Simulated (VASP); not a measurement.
# Si (Cm) in VASP: notebook

The runs below take Si through single point, with r2SCAN.

Everything below comes from runs of VASP 6.6.1. Logs are shortened: lines on timing, memory, paths and dates and some standing lists are left out, and cuts for length are marked.

## 1. The cell of the first run

Symmetry: Cm, No. 8, monoclinic system. Conventional cell: a = 3.844 Å, b = 9.411 Å, c = 5.083 Å, α = 90.00°, β = 112.22°, γ = 90.00°. Si (site symmetry m) has 4 Si at 2.06 to 2.65 Å within 2.7 Å. Si (site symmetry m) has 4 Si at 2.06 to 2.65 Å within 2.7 Å. Si (site symmetry 1) has 4 Si at 2.34 to 2.41 Å within 3.1 Å.

## 2. Single point, r2SCAN (atom 1 (Si) moved -0.360 Å along Cartesian [0 0 1])

POSCAR

```
Si
1.0
   -3.3273296543      3.3273296543      1.9218805230
    3.3273296543     -3.3273296543      1.9218805230
    3.3273296543      3.3273296543     -1.9218805230
Si
4
Direct
    0.0850949321      0.0850949321      0.3575063991
    0.8212468005      0.8212468005      0.6424936010
    0.1787531995      0.8212468005      0.0000000000
    0.8212468005      0.1787531995      0.0000000000
```

INCAR.step1

```
SYSTEM = Si
PREC = Accurate ; ENCUT = 520
ISMEAR = 0 ; SIGMA = 0.05
LREAL = .False. ; LASPH = .True.
NELM = 100 ; NBANDS = 16
GGA = PE ; ALGO = Normal
EDIFF = 1E-4 ; LWAVE = .True.
LCHARG = .False.
```

INCAR.step2

```
SYSTEM = Si
PREC = Accurate ; ENCUT = 520
EDIFF = 1E-6 ; ISMEAR = 0
SIGMA = 0.05 ; LREAL = .False.
LASPH = .True. ; NELM = 100
ALGO = Normal ; ISIF = 2
LWAVE = .False. ; LCHARG = .True.
METAGGA = R2SCAN ; LMIXTAU = .True.
LELF = .True. ; LVHAR = .True.
NBANDS = 16 ; ISTART = 1
```

KPOINTS

```
regular mesh
0
Gamma
  10 10 10
  0 0 0
```

Potentials or basis: VASP PAW PBE potentials, release 64 (Si).

Started as:

```sh
$ cat potpaw_PBE.64/Si/POTCAR > POTCAR
$ cp INCAR.step1 INCAR
$ mpirun -np 1 vasp_std > vasp.out
$ cp INCAR.step2 INCAR
$ mpirun -np 1 vasp_std > vasp.out
```

OUTCAR:

```text
SYSTEM = Si
   PREC = Accurate
   ENCUT = 520
   EDIFF = 1E-6
   ISMEAR = 0
   LREAL = .False.
   LASPH = .True.
   NELM = 100
   ISIF = 2
   METAGGA = R2SCAN
   ISTART = 1

 ion  position               nearest neighbor table
   1  0.085  0.085  0.358-   2 2.06   3 2.41   4 2.41   2 2.65
   2  0.821  0.821  0.642-   1 2.06   3 2.38   4 2.38   1 2.65
   3  0.179  0.821  0.000-   4 2.34   4 2.34   2 2.38   1 2.41
   4  0.821  0.179  0.000-   3 2.34   3 2.34   2 2.38   1 2.41

  LATTYP: Found a body centered tetragonal cell.
 ALAT       =     6.6546593086
 C/A-ratio  =     0.5776044825

  Lattice vectors:

 A1 = (  -3.3273296543,   3.3273296543,   1.9218805230)
 A2 = (   3.3273296543,  -3.3273296543,   1.9218805230)
 A3 = (   3.3273296543,   3.3273296543,  -1.9218805230)

Analysis of symmetry for initial positions (statically):
=====================================================================
 Subroutine PRICEL returns:
 Original cell was already a primitive cell.

 Routine SETGRP: Setting up the symmetry group for a
 body centered tetragonal supercell.

 Subroutine GETGRP returns: Found  2 space group operations
 (whereof  2 operations were pure point group operations)
 out of a pool of 16 trial point group operations.

The static configuration has the point symmetry C_1h.

Analysis of symmetry for dynamics (positions and initial velocities):
=====================================================================
 Subroutine PRICEL returns:
 Original cell was already a primitive cell.

 Routine SETGRP: Setting up the symmetry group for a
 body centered tetragonal supercell.

 Subroutine GETGRP returns: Found  2 space group operations
 (whereof  2 operations were pure point group operations)
 out of a pool of 16 trial point group operations.

The dynamic configuration has the point symmetry C_1h.

 Subroutine INISYM returns: Found  2 space group operations
 (whereof  2 operations are pure point group operations),
 and found     1 'primitive' translations

----------------------------------------------------------------------------------------

                                     Primitive cell

  volume of cell :      85.1095

  direct lattice vectors                    reciprocal lattice vectors
    -3.327329654  3.327329654  1.921880523     0.000000000  0.150270653  0.260161854
     3.327329654 -3.327329654  1.921880523     0.150270653  0.000000000  0.260161854
     3.327329654  3.327329654 -1.921880523     0.150270653  0.150270653  0.000000000

  length of vectors
     5.082899763  5.082899763  5.082899763     0.300442107  0.300442107  0.212514796

  position of ions in fractional coordinates (direct lattice)
     0.085094932  0.085094932  0.357506399
     0.821246800  0.821246800  0.642493601
     0.178753200  0.821246800  0.000000000
     0.821246800  0.178753200  0.000000000

  ion indices of the primitive-cell ions
   primitive index   ion index
                 1           1
                 2           2
                 3           3
                 4           4

----------------------------------------------------------------------------------------

 KPOINTS: regular mesh

Automatic generation of k-mesh.
 Grid dimensions read from file:
 generate k-points for:   10   10   10

 Generating k-lattice:

  Cartesian coordinates                     Fractional coordinates (reciprocal lattice)
     0.000000000  0.015027065  0.026016185     0.100000000  0.000000000  0.000000000
     0.015027065  0.000000000  0.026016185     0.000000000  0.100000000  0.000000000
     0.015027065  0.015027065  0.000000000     0.000000000  0.000000000  0.100000000

  Length of vectors
     0.030044211  0.030044211  0.021251480

  Shift w.r.t. Gamma in fractional coordinates (k-lattice)
     0.000000000  0.000000000  0.000000000

 Subroutine IBZKPT returns following result:
 ===========================================

 Found    282 irreducible k-points:

 Following reciprocal coordinates:
            Coordinates               Weight
  0.000000  0.000000  0.000000      1.000000
  0.100000 -0.000000  0.000000      4.000000
  0.100000 -0.000000 -0.100000      4.000000
  0.200000 -0.000000  0.000000      4.000000
  0.200000 -0.000000 -0.200000      4.000000
  0.300000  0.000000 -0.000000      4.000000
[... 16 lines left out ...]
  0.400000  0.100000  0.000000      4.000000
  0.500000 -0.000000 -0.400000      4.000000
 [... further k-points ...]
   k-points           NKPTS =    282   k-points in BZ     NKDIM =    282   number of bands    NBANDS=     16
   number of dos      NEDOS =    301   number of ions     NIONS =      4
   total plane-waves  NPLWV =  64000
   dimension x,y,z NGX =    40 NGY =   40 NGZ =   40
   dimension x,y,z NGXF=    80 NGYF=   80 NGZF=   80
   ions per type =               4
   NGX,Y,Z   is equivalent  to a cutoff of  13.08, 13.08, 13.08 a.u.
   NGXF,Y,Z  is equivalent  to a cutoff of  26.17, 26.17, 26.17 a.u.
 SYSTEM =  Si
   PREC   = accura    normal or accurate (medium, high low for compatibility)
   ISTART =      1    job   : 0-new  1-cont  2-samecut
   ICHARG =      0    charge: 1-file 2-atom 10-const
   ISPIN  =      1    spin polarized calculation?
   LNONCOLLINEAR =      F non collinear calculations
   LSORBIT =      F    spin-orbit coupling
   LASPH  =      T    aspherical Exc in radial PAW
   ENCUT  =  520.0 eV  38.22 Ry    6.18 a.u.   9.45  9.45  9.45*2*pi/ulx,y,z
   NELM   =    100;   NELMIN=  2; NELMDL=  0     # of ELM steps
   EDIFF  = 0.1E-05   stopping-criterion for ELM
   LREAL  =      F    real-space projection
   EDIFFG = 0.1E-04   stopping-criterion for IOM
   NSW    =      0    number of steps for IOM
   IBRION =     -1    ionic relax: 0-MD 1-quasi-New 2-CG
   NFREE  =      0    steps in history (QN), initial steepest desc. (CG)
   ISIF   =      2    stress and relaxation
   ISYM   =      2    0-nonsym 1-usesym 2-fastsym
   POTIM  = 0.5000    time-step for ionic-motion
   TEBEG  =    0.0;   TEEND  =   0.0 temperature during run
   PSTRESS=    0.0 pullay stress
   NELECT =      16.0000    total number of electrons
   NUPDOWN=      -1.0000    fix difference up-down
   EMIN   =  10.00;   EMAX   =-10.00  energy-range for DOS
   EFERMI =   0.00;   METHOD = LEGACY
   ISMEAR =     0;   SIGMA  =   0.05  broadening in eV -4-tet -1-fermi 0-gaus
   EFERMI_NEDOS =   21; number of points for ismear=-14 and -15
   IALGO  =     38    algorithm
   IMIX   =      4    mixing-type and parameters
     AMIX     =   0.40;   BMIX     =  1.00
     AMIX_MAG =   1.60;   BMIX_MAG =  1.00
  volume/ion in A,a.u.               =      21.28       143.59
  Fermi-wavevector in a.u.,A,eV,Ry     =   0.937826  1.772234 11.966557  0.879517
  Thomas-Fermi vector in A             =   2.064976
   LORBIT       =      0    0 simple, 1 ext, 2 COOP (PROOUT), +10 PAW based schemes
   METAGGA = R2SCAN    functional components
   LHFCALC =     F    Hartree Fock is set to
   AEXX    =    0.0000 exact exchange contribution
   IVDW    =     0    specifies the selected vdW correction
   LEPSILON=     F    determine dielectric tensor
   LRPA    =     F    only Hartree local field effects (RPA)
 non-spin polarized calculation
 Gauss-broadening in eV      SIGMA  =   0.05
  energy-cutoff  :      520.00
  volume of cell :       85.11
 maximum number of plane-waves:      2319
 NGX is ok and might be reduce to    40
   NGX = 19   NGY = 19   NGZ = 19

 number of electron      16.0000000 magnetization

 Free energy of the ion-electron system (eV)
  ---------------------------------------------------
  ext. energy  EPLUGINS =         0.00000000
  ---------------------------------------------------
  free energy    TOTEN  =       -33.73817785 eV

  energy without entropy =      -33.73804857  energy(sigma->0) =      -33.73811321

 E-fermi :   5.6847     XC(G=0):  -9.5383

 val. band max:        5.6608670694   @ k =   0.4000  -0.4000   0.5000
 cond. band min:       5.7209613635   @ k =  -0.2000  -0.1000   0.2000
 fundamental gap:      0.0600942941
 Fermi energy:         5.6846728794

 k-point     1 :       0.0000    0.0000    0.0000
  band No.  band energies     occupation
      1      -7.3391      2.00000
      2      -3.0571      2.00000
      3      -0.4589      2.00000
      4      -0.4432      2.00000
      5       1.2564      2.00000
      6       3.6874      2.00000
[... 8 lines left out ...]
     15      11.3208      0.00000
     16      12.4388      0.00000

 k-point     2 :       0.1000   -0.0000    0.0000
  band No.  band energies     occupation
      1      -7.2285      2.00000
      2      -3.0624      2.00000
      3      -0.5552      2.00000
      4      -0.3439      2.00000
      5       1.3162      2.00000
      6       3.1377      2.00000
[... 8 lines left out ...]
     15      10.9427      0.00000
     16      12.9829      0.00000

 k-point     3 :       0.1000   -0.0000   -0.1000
  band No.  band energies     occupation
      1      -7.2201      2.00000
      2      -3.1031      2.00000
      3      -0.6495      2.00000
      4      -0.2400      2.00000
      5       1.4060      2.00000
      6       3.0747      2.00000
[... 8 lines left out ...]
     15      10.7163      0.00000
     16      12.9962      0.00000

 k-point     4 :       0.2000   -0.0000    0.0000
  band No.  band energies     occupation
      1      -6.9057      2.00000
      2      -3.0381      2.00000
      3      -0.8584      2.00000
      4      -0.2424      2.00000
      5       1.3848      2.00000
      6       2.1206      2.00000
[... 8 lines left out ...]
     15      11.3690      0.00000
     16      13.0602      0.00000

 k-point     5 :       0.2000   -0.0000   -0.2000
  band No.  band energies     occupation
      1      -6.8671      2.00000
      2      -3.1833      2.00000
      3      -1.1643      2.00000
      4       0.1958      2.00000
      5       1.6683      2.00000
      6       2.0889      2.00000
[... 8 lines left out ...]
     15      10.5809      0.00000
     16      12.7849      0.00000

 k-point     6 :       0.3000    0.0000   -0.0000
  band No.  band energies     occupation
      1      -6.4062      2.00000
      2      -2.9326      2.00000
      3      -1.4085      2.00000
      4      -0.5652      2.00000
      5       1.0385      2.00000
      6       1.6133      2.00000
[... 8 lines left out ...]
     15      12.2431      0.00000
     16      12.3855      0.00000
[... 267 lines left out ...]
 k-point    21 :       0.1000    0.3000   -0.4000
  band No.  band energies     occupation
      1      -5.6866      2.00000
      2      -3.5162      2.00000
      3      -2.0896      2.00000
      4      -0.5752      2.00000
      5       1.2542      2.00000
      6       1.9289      2.00000
[... 8 lines left out ...]
     15      12.1819      0.00000
     16      13.3405      0.00000

 k-point    22 :       0.0000    0.4000   -0.1000
  band No.  band energies     occupation
      1      -5.9089      2.00000
      2      -2.7761      2.00000
      3      -1.7880      2.00000
      4      -1.2869      2.00000
      5       0.8456      2.00000
      6       1.4951      2.00000
[... 8 lines left out ...]
     15      12.2111      0.00000
     16      13.4759      0.00000

 k-point    23 :       0.4000    0.1000    0.0000
  band No.  band energies     occupation
      1      -5.5381      2.00000
      2      -2.9472      2.00000
      3      -1.9493      2.00000
      4      -1.6837      2.00000
      5       0.5022      2.00000
      6       1.7126      2.00000
[... 8 lines left out ...]
     15      11.7729      0.00000
     16      14.1444      0.00000

 k-point    24 :       0.5000   -0.0000   -0.4000
  band No.  band energies     occupation
      1      -5.0609      2.00000
      2      -3.9092      2.00000
      3      -2.7026      2.00000
      4      -0.5620      2.00000
      5       0.9227      2.00000
      6       2.2717      2.00000
[... 8 lines left out ...]
     15      12.2512      0.00000
     16      13.6721      0.00000

 [... further k-points ...]

------------------------ aborting loop because EDIFF is reached ----------------------------------------

  FORCE on cell =-STRESS in cart. coord.  units (eV):
  Direction    XX          YY          ZZ          XY          YZ          ZX
  --------------------------------------------------------------------------------------
  -------------------------------------------------------------------------------------
  Total        0.7329575      0.7329575      2.4639267      1.1938532     -2.9439329     -2.9439328
  in kB       13.7978476     13.7978476     46.3831596     22.4741595    -55.4192249    -55.4192227
  external PRESSURE =      24.6596182 kB  Pullay stress =       0.0000000 kB

 VOLUME and BASIS-vectors are now :
 -----------------------------------------------------------------------------
  energy-cutoff  :      520.00
  volume of cell :       85.11
      direct lattice vectors                 reciprocal lattice vectors
    -3.327329654  3.327329654  1.921880523     0.000000000  0.150270653  0.260161854
     3.327329654 -3.327329654  1.921880523     0.150270653  0.000000000  0.260161854
     3.327329654  3.327329654 -1.921880523     0.150270653  0.150270653  0.000000000

 POSITION                                       TOTAL-FORCE (eV/Angst)
 -----------------------------------------------------------------------------------
      1.18954      1.18954     -0.36000        -1.650766     -1.650766      5.063043
      2.13779      2.13779      1.92188         1.522778      1.522778     -4.558220
      2.13779     -2.13779      1.92188         0.157028     -0.029041     -0.252411
     -2.13779      2.13779      1.92188        -0.029041      0.157028     -0.252411
 -----------------------------------------------------------------------------------
    total drift:                                0.000002      0.000002     -0.000010

  FREE ENERGIE OF THE ION-ELECTRON SYSTEM (eV)
  ---------------------------------------------------
  free  energy   TOTEN  =       -33.7381778545 eV

  energy  without entropy=      -33.7380485743  energy(sigma->0) =      -33.73811321
```

Wall time 32 min (1 thread of Oxide Virtual Turin-like, shared host); peak memory 0.4 GiB.

Results:

- Free energy: -33.7382 eV
- Pressure: 2.5 GPa
- Largest force: 5.575 eV/Å
- Band gap on the k mesh: 0.06 eV, indirect (least direct gap 0.41 eV)

Forces in eV/Å, atoms in the order of the input:
```
Si  -1.651 -1.651  5.063
Si   1.523  1.523 -4.558
Si   0.157 -0.029 -0.252
Si  -0.029  0.157 -0.252
```

Caveat: the cell differs from its parent crystal (atom 1 (Si) moved -0.360 Å along Cartesian [0 0 1]); the PAW data sets were made with another functional, which shifts forces and pressure a little.

## 3. Single point, r2SCAN (atom 1 (Si) moved +0.240 Å along Cartesian [0 0 1])

Edit POSCAR of step 2 so:

```diff
@@ -8,3 +8,3 @@
 Direct
-    0.0850949321      0.0850949321      0.3575063991
+    0.2411920445      0.2411920445      0.3575063991
     0.8212468005      0.8212468005      0.6424936010
```

INCAR.step1

```
SYSTEM = Si
PREC = Accurate
ENCUT = 520
ISMEAR = 0
SIGMA = 0.05
LREAL = .False.
LASPH = .True.
NELM = 100
NBANDS = 16
GGA = PE
ALGO = Normal
EDIFF = 1E-4
LWAVE = .True.
LCHARG = .False.
```

INCAR.step2

```
SYSTEM = Si
PREC = Accurate
ENCUT = 520
EDIFF = 1E-6
ISMEAR = 0
SIGMA = 0.05
LREAL = .False.
LASPH = .True.
NELM = 100
ALGO = Normal
ISIF = 2
LWAVE = .False.
LCHARG = .False.
METAGGA = R2SCAN
LMIXTAU = .True.
NBANDS = 16
ISTART = 1
```

KPOINTS is that of step 2.

Potentials or basis: VASP PAW PBE potentials, release 64 (Si).

Started as:

```sh
$ cat potpaw_PBE.64/Si/POTCAR > POTCAR
$ cp INCAR.step1 INCAR
$ mpirun -np 1 vasp_std > vasp.out
$ cp INCAR.step2 INCAR
$ mpirun -np 1 vasp_std > vasp.out
```

Run time: 30 min. Hardware: 1 thread of Oxide Virtual Turin-like, shared host; peak memory 0.4 GiB.

Results (log left out):

```yaml
Free_energy: -34.2384 eV
Pressure: 1.0 GPa
Largest_force: 3.448 eV/Å
Band_gap_on_the_k_mesh: 0.07 eV, indirect (least direct gap 0.33 eV)
```

Forces in eV/Å, atoms in the order of the input:
```
Si  -0.714 -0.714 -3.297
Si   0.657  0.657  2.981
Si   0.072 -0.015  0.158
Si  -0.015  0.072  0.158
```

Stress tensor (GPa, compression positive):
```
0.47 0.96 3.44
0.96 0.47 3.44
3.44 3.44 1.95
```

Levels at points of the mesh, in eV from the valence-band top:
```
           k point  band 5  band 6  band 7  band 8  band 9  band 10  band 11  band 12
(0.00, 0.00, 0.00)   -4.38   -1.97   -1.69   -0.90    0.94     1.37     1.48     2.17
(0.50, 0.00, 0.00)   -4.77   -3.73   -2.98   -2.07    0.95     2.04     2.51     3.44
(0.50, 0.00, 0.50)   -5.01   -4.23   -2.73   -1.78    0.42     2.54     3.25     3.37
(0.50, 0.50, 0.00)   -3.34   -2.47   -2.34   -1.81    1.42     1.59     1.81     3.99
(0.00, 0.00, 0.50)   -3.40   -2.85   -2.06   -1.83    1.23     1.75     1.80     3.88
(0.50, 0.50, 0.50)   -3.39   -1.11   -0.33    0.00    0.33     3.19     3.29     3.62
```

Caveat: the cell differs from its parent crystal (atom 1 (Si) moved +0.240 Å along Cartesian [0 0 1]); the PAW data sets were made with another functional, which shifts forces and pressure a little.
